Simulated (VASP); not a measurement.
# C (P6_3/mmc) in VASP: further runs

C is run at these levels: r2SCAN; tasks: single point.

The COD entry that gives the cell may itself be a prediction, so a difference from it is no test against experiment.

Program: VASP 6.6.1. These are calculated values, not measurements. Logs are shortened: lines on timing, memory, paths and dates and some standing lists are left out, and cuts for length are marked.

## 1. The cell of the first run

It takes space group P6_3/mmc (No. 194, hexagonal). Conventional cell: a = 2.447 Å, b = 2.447 Å, c = 8.694 Å, α = 90.00°, β = 90.00°, γ = 120.00°. C (site symmetry 3m) has 4 C at 1.51 to 1.62 Å within 2.0 Å. Within 2.0 Å of C (site symmetry 3m) lie 4 C at 1.51 to 1.64 Å.

## 2. Single point, r2SCAN (strain -0.025 along x and y, +0.050 along z)

The input, POSCAR:

```
C
1.0
    2.4470936931      0.0000000000      0.0000000000
   -1.2235468465      2.1192453036      0.0000000000
    0.0000000000      0.0000000000      8.6943408560
C
8
Direct
    0.0000000000      0.0000000000      0.0929334757
    0.0000000000      0.0000000000      0.5929334757
    0.0000000000      0.0000000000      0.4070665243
    0.0000000000      0.0000000000      0.9070665243
    0.3333333333      0.6666666667      0.1554962089
    0.6666666667      0.3333333333      0.6554962089
    0.3333333333      0.6666666667      0.3445037911
    0.6666666667      0.3333333333      0.8445037911
```

The input, INCAR.step1:

```
SYSTEM = C
PREC = Accurate
ENCUT = 520
ISMEAR = 0
SIGMA = 0.05
LREAL = .FALSE.
LASPH = .TRUE.
NELM = 100
NBANDS = 26
GGA = PE
ALGO = Normal
EDIFF = 1E-4
LWAVE = .TRUE.
LCHARG = .FALSE.
```

The input, INCAR.step2:

```
SYSTEM = C
PREC = Accurate
ENCUT = 520
EDIFF = 1E-7
ISMEAR = 0
SIGMA = 0.05
LREAL = .FALSE.
LASPH = .TRUE.
NELM = 100
ALGO = Normal
ISIF = 2
LWAVE = .FALSE.
LCHARG = .FALSE.
METAGGA = R2SCAN
LMIXTAU = .TRUE.
NBANDS = 26
ISTART = 1
```

The input, KPOINTS:

```
Automatic mesh
0
G
  12 12 4
  0 0 0
```

Potentials or basis: VASP PAW PBE potentials, release 64 (C).

Launch:

```sh
cat potpaw_PBE.64/C/POTCAR > POTCAR
cp INCAR.step1 INCAR
mpirun -np 1 vasp_std > vasp.out
cp INCAR.step2 INCAR
mpirun -np 1 vasp_std > vasp.out
```

OUTCAR:

```text
SYSTEM = C
   PREC = Accurate
   ENCUT = 520
   EDIFF = 1E-7
   ISMEAR = 0
   LREAL = .FALSE.
   LASPH = .TRUE.
   NELM = 100
   ISIF = 2
   METAGGA = R2SCAN
   ISTART = 1

 ion  position               nearest neighbor table
   1  0.000  0.000  0.093-   5 1.51   5 1.51   5 1.51   4 1.62
   2  0.000  0.000  0.593-   6 1.51   6 1.51   6 1.51   3 1.62
   3  0.000  0.000  0.407-   7 1.51   7 1.51   7 1.51   2 1.62
   4  0.000  0.000  0.907-   8 1.51   8 1.51   8 1.51   1 1.62
   5  0.333  0.667  0.155-   1 1.51   1 1.51   1 1.51   7 1.64
   6  0.667  0.333  0.655-   2 1.51   2 1.51   2 1.51   8 1.64
   7  0.333  0.667  0.345-   3 1.51   3 1.51   3 1.51   5 1.64
   8  0.667  0.333  0.845-   4 1.51   4 1.51   4 1.51   6 1.64

  LATTYP: Found a hexagonal cell.
 ALAT       =     2.4470936931
 C/A-ratio  =     3.5529252029

  Lattice vectors:

 A1 = (   2.4470936931,   0.0000000000,   0.0000000000)
 A2 = (  -1.2235468465,   2.1192453036,   0.0000000000)
 A3 = (   0.0000000000,   0.0000000000,   8.6943408560)

Analysis of symmetry for initial positions (statically):
=====================================================================
 Subroutine PRICEL returns:
 Original cell was already a primitive cell.

 Routine SETGRP: Setting up the symmetry group for a
 hexagonal supercell.

 Subroutine GETGRP returns: Found 24 space group operations
 (whereof 12 operations were pure point group operations)
 out of a pool of 24 trial point group operations.

The static configuration has the point symmetry D_3d.
 The point group associated with its full space group is D_6h.

Analysis of symmetry for dynamics (positions and initial velocities):
=====================================================================
 Subroutine PRICEL returns:
 Original cell was already a primitive cell.

 Routine SETGRP: Setting up the symmetry group for a
 hexagonal supercell.

 Subroutine GETGRP returns: Found 24 space group operations
 (whereof 12 operations were pure point group operations)
 out of a pool of 24 trial point group operations.

The dynamic configuration has the point symmetry D_3d.
 The point group associated with its full space group is D_6h.

 Subroutine INISYM returns: Found 24 space group operations
 (whereof 12 operations are pure point group operations),
 and found     1 'primitive' translations

----------------------------------------------------------------------------------------

                                     Primitive cell

  volume of cell :      45.0888

  direct lattice vectors                    reciprocal lattice vectors
     2.447093693  0.000000000  0.000000000     0.408648023  0.235933046  0.000000000
    -1.223546846  2.119245304  0.000000000     0.000000000  0.471866092  0.000000000
     0.000000000  0.000000000  8.694340856     0.000000000  0.000000000  0.115017345

  length of vectors
     2.447093693  2.447093693  8.694340856     0.471866092  0.471866092  0.115017345

  position of ions in fractional coordinates (direct lattice)
     0.000000000  0.000000000  0.092933476
     0.000000000  0.000000000  0.592933476
     0.000000000  0.000000000  0.407066524
     0.000000000  0.000000000  0.907066524
     0.333333333  0.666666667  0.155496209
     0.666666667  0.333333333  0.655496209
     0.333333333  0.666666667  0.344503791
     0.666666667  0.333333333  0.844503791

  ion indices of the primitive-cell ions
   primitive index   ion index
                 1           1
                 2           2
                 3           3
                 4           4
                 5           5
                 6           6
                 7           7
                 8           8

----------------------------------------------------------------------------------------

 KPOINTS: Automatic mesh

Automatic generation of k-mesh.
 Grid dimensions read from file:
 generate k-points for:   12   12    4

 Generating k-lattice:

  Cartesian coordinates                     Fractional coordinates (reciprocal lattice)
     0.034054002  0.019661087  0.000000000     0.083333333  0.000000000  0.000000000
     0.000000000  0.039322174  0.000000000     0.000000000  0.083333333  0.000000000
     0.000000000  0.000000000  0.028754336     0.000000000  0.000000000  0.250000000

  Length of vectors
     0.039322174  0.039322174  0.028754336

  Shift w.r.t. Gamma in fractional coordinates (k-lattice)
     0.000000000  0.000000000  0.000000000

 Subroutine IBZKPT returns following result:
 ===========================================

 Found     57 irreducible k-points:

 Following reciprocal coordinates:
            Coordinates               Weight
  0.000000  0.000000  0.000000      1.000000
  0.083333  0.000000  0.000000      6.000000
  0.166667 -0.000000  0.000000      6.000000
  0.250000 -0.000000  0.000000      6.000000
  0.333333 -0.000000  0.000000      6.000000
  0.416667  0.000000  0.000000      6.000000
[... 16 lines left out ...]
  0.250000 -0.000000  0.250000     12.000000
  0.333333 -0.000000  0.250000     12.000000
 [... further k-points ...]
   k-points           NKPTS =     57   k-points in BZ     NKDIM =     57   number of bands    NBANDS=     26
   number of dos      NEDOS =    301   number of ions     NIONS =      8
   total plane-waves  NPLWV =  22680
   dimension x,y,z NGX =    18 NGY =   18 NGZ =   70
   dimension x,y,z NGXF=    36 NGYF=   36 NGZF=  140
   ions per type =               8
   NGX,Y,Z   is equivalent  to a cutoff of  12.23, 12.23, 13.38 a.u.
   NGXF,Y,Z  is equivalent  to a cutoff of  24.46, 24.46, 26.77 a.u.
 SYSTEM =  C
   PREC   = accura    normal or accurate (medium, high low for compatibility)
   ISTART =      1    job   : 0-new  1-cont  2-samecut
   ICHARG =      0    charge: 1-file 2-atom 10-const
   ISPIN  =      1    spin polarized calculation?
   LNONCOLLINEAR =      F non collinear calculations
   LSORBIT =      F    spin-orbit coupling
   LASPH  =      T    aspherical Exc in radial PAW
   ENCUT  =  520.0 eV  38.22 Ry    6.18 a.u.   4.55  4.55 16.17*2*pi/ulx,y,z
   NELM   =    100;   NELMIN=  2; NELMDL=  0     # of ELM steps
   EDIFF  = 0.1E-06   stopping-criterion for ELM
   LREAL  =      F    real-space projection
   EDIFFG = 0.1E-05   stopping-criterion for IOM
   NSW    =      0    number of steps for IOM
   IBRION =     -1    ionic relax: 0-MD 1-quasi-New 2-CG
   NFREE  =      0    steps in history (QN), initial steepest desc. (CG)
   ISIF   =      2    stress and relaxation
   ISYM   =      2    0-nonsym 1-usesym 2-fastsym
   POTIM  = 0.5000    time-step for ionic-motion
   TEBEG  =    0.0;   TEEND  =   0.0 temperature during run
   PSTRESS=    0.0 pullay stress
   NELECT =      32.0000    total number of electrons
   NUPDOWN=      -1.0000    fix difference up-down
   EMIN   =  10.00;   EMAX   =-10.00  energy-range for DOS
   EFERMI =   0.00;   METHOD = LEGACY
   ISMEAR =     0;   SIGMA  =   0.05  broadening in eV -4-tet -1-fermi 0-gaus
   EFERMI_NEDOS =   21; number of points for ismear=-14 and -15
   IALGO  =     38    algorithm
   IMIX   =      4    mixing-type and parameters
     AMIX     =   0.40;   BMIX     =  1.00
     AMIX_MAG =   1.60;   BMIX_MAG =  1.00
  volume/ion in A,a.u.               =       5.64        38.03
  Fermi-wavevector in a.u.,A,eV,Ry     =   1.460277  2.759524 29.013196  2.132410
  Thomas-Fermi vector in A             =   2.576746
   LORBIT       =      0    0 simple, 1 ext, 2 COOP (PROOUT), +10 PAW based schemes
   METAGGA = R2SCAN    functional components
   LHFCALC =     F    Hartree Fock is set to
   AEXX    =    0.0000 exact exchange contribution
   IVDW    =     0    specifies the selected vdW correction
   LEPSILON=     F    determine dielectric tensor
   LRPA    =     F    only Hartree local field effects (RPA)
 non-spin polarized calculation
 Gauss-broadening in eV      SIGMA  =   0.05
  energy-cutoff  :      520.00
  volume of cell :       45.09
 maximum number of plane-waves:      1244
   NGX =  9   NGY =  9   NGZ = 33

 number of electron      31.9999997 magnetization

 Free energy of the ion-electron system (eV)
  ---------------------------------------------------
  ext. energy  EPLUGINS =         0.00000000
  ---------------------------------------------------
  free energy    TOTEN  =       -77.91040140 eV

  energy without entropy =      -77.91040140  energy(sigma->0) =      -77.91040140

 E-fermi :  10.1850     XC(G=0): -14.2900

 val. band max:        9.9645845612   @ k =   0.0000   0.0000   0.0000
 cond. band min:      13.6490701876   @ k =   0.0000   0.0000   0.0000
 fundamental gap:      3.6844856264
 Fermi energy:        10.1849762803

 k-point     1 :       0.0000    0.0000    0.0000
  band No.  band energies     occupation
      1     -13.0244      2.00000
      2     -11.5137      2.00000
      3     -11.3914      2.00000
      4      -8.1950      2.00000
      5      -4.2287      2.00000
      6       1.8167      2.00000
[... 18 lines left out ...]
     25      19.2566      0.00000
     26      19.6544      0.00000

 k-point     2 :       0.0833    0.0000    0.0000
  band No.  band energies     occupation
      1     -12.8344      2.00000
      2     -11.3264      2.00000
      3     -11.2048      2.00000
      4      -8.0217      2.00000
      5      -4.0470      2.00000
      6       1.9455      2.00000
[... 18 lines left out ...]
     25      19.5629      0.00000
     26      20.0018      0.00000

 k-point     3 :       0.1667   -0.0000    0.0000
  band No.  band energies     occupation
      1     -12.2660      2.00000
      2     -10.7665      2.00000
      3     -10.6473      2.00000
      4      -7.5036      2.00000
      5      -3.5121      2.00000
      6       2.2972      2.00000
[... 572 lines left out ...]
 k-point    23 :       0.2500   -0.0000    0.2500
  band No.  band energies     occupation
      1     -11.2278      2.00000
      2     -10.4516      2.00000
      3      -8.9551      2.00000
      4      -7.1031      2.00000
      5      -2.0609      2.00000
      6       0.9484      2.00000
[... 18 lines left out ...]
     25      20.7484      0.00000
     26      22.6655      0.00000

 k-point    24 :       0.3333   -0.0000    0.2500
  band No.  band energies     occupation
      1      -9.9331      2.00000
      2      -9.1700      2.00000
      3      -7.7068      2.00000
      4      -5.9128      2.00000
      5      -1.5574      2.00000
      6      -0.6008      2.00000
[... 18 lines left out ...]
     25      21.4279      0.00000
     26      21.7014      0.00000

 [... further k-points ...]

------------------------ aborting loop because EDIFF is reached ----------------------------------------

  FORCE on cell =-STRESS in cart. coord.  units (eV):
  Direction    XX          YY          ZZ          XY          YZ          ZX
  --------------------------------------------------------------------------------------
  -------------------------------------------------------------------------------------
  Total        9.8340523      9.8340523    -15.3994669      0.0000000     -0.0000000     -0.0000000
  in kB      349.4416027    349.4416027   -547.2021318      0.0000000     -0.0000000     -0.0000000
  external PRESSURE =      50.5603579 kB  Pullay stress =       0.0000000 kB

 VOLUME and BASIS-vectors are now :
 -----------------------------------------------------------------------------
  energy-cutoff  :      520.00
  volume of cell :       45.09
      direct lattice vectors                 reciprocal lattice vectors
     2.447093693  0.000000000  0.000000000     0.408648023  0.235933046  0.000000000
    -1.223546846  2.119245304  0.000000000     0.000000000  0.471866092  0.000000000
     0.000000000  0.000000000  8.694340856     0.000000000  0.000000000  0.115017345

 POSITION                                       TOTAL-FORCE (eV/Angst)
 -----------------------------------------------------------------------------------
      0.00000      0.00000      0.80800         0.000000     -0.000000      0.202821
      0.00000      0.00000      5.15517        -0.000000      0.000000      0.202821
      0.00000      0.00000      3.53918         0.000000      0.000000     -0.202821
      0.00000      0.00000      7.88635        -0.000000      0.000000     -0.202821
     -0.00000      1.41283      1.35194         0.000000      0.000000     -0.128219
      1.22355      0.70642      5.69911        -0.000000      0.000000     -0.128219
     -0.00000      1.41283      2.99523         0.000000     -0.000000      0.128219
      1.22355      0.70642      7.34240        -0.000000     -0.000000      0.128219
 -----------------------------------------------------------------------------------
    total drift:                                0.000000     -0.000000     -0.000000

  FREE ENERGIE OF THE ION-ELECTRON SYSTEM (eV)
  ---------------------------------------------------
  free  energy   TOTEN  =       -77.9104013966 eV

  energy  without entropy=      -77.9104013966  energy(sigma->0) =      -77.91040140
```

It took 3.8 min on 1 thread of AMD EPYC 7R13 (Zen 3), shared host; peak memory 0.15 GiB.

Results:

```
Free energy            : -77.9104 eV
Pressure               : 5.1 GPa
Largest force          : 0.203 eV/Å
Band gap on the k mesh : 3.68 eV, direct
```

Forces in eV/Å, atoms in the order of the input:
```
C    0.000  0.000  0.203
C    0.000  0.000  0.203
C    0.000  0.000 -0.203
C    0.000  0.000 -0.203
C    0.000  0.000 -0.128
C    0.000  0.000 -0.128
C    0.000  0.000  0.128
C    0.000  0.000  0.128
```

Levels at points of the mesh, in eV from the valence-band top:
| k point | band 12 | band 13 | band 14 | band 15 | band 16 | band 17 | band 18 | band 19 | band 20 | band 21 |
| --- | --- | --- | --- | --- | --- | --- | --- | --- | --- | --- |
| (0.00, 0.00, 0.00) | -1.40 | -1.40 | -0.44 | 0.00 | 0.00 | 3.68 | 6.37 | 6.37 | 7.98 | 7.98 |
| (0.50, 0.00, 0.00) | -5.36 | -5.15 | -5.05 | -4.05 | -3.48 | 4.76 | 5.61 | 5.89 | 6.90 | 7.06 |
| (0.00, 0.00, 0.50) | -2.16 | -0.50 | -0.50 | -0.50 | -0.50 | 6.38 | 6.38 | 7.00 | 7.00 | 7.00 |
| (0.50, 0.00, 0.50) | -5.97 | -5.07 | -5.07 | -4.03 | -4.03 | 6.09 | 6.09 | 6.35 | 6.35 | 7.49 |

Caveat: the cell differs from its parent crystal (strain -0.025 along x and y, +0.050 along z); the PAW data sets were made with another functional, which shifts forces and pressure a little.

[end of part 1 of 3]
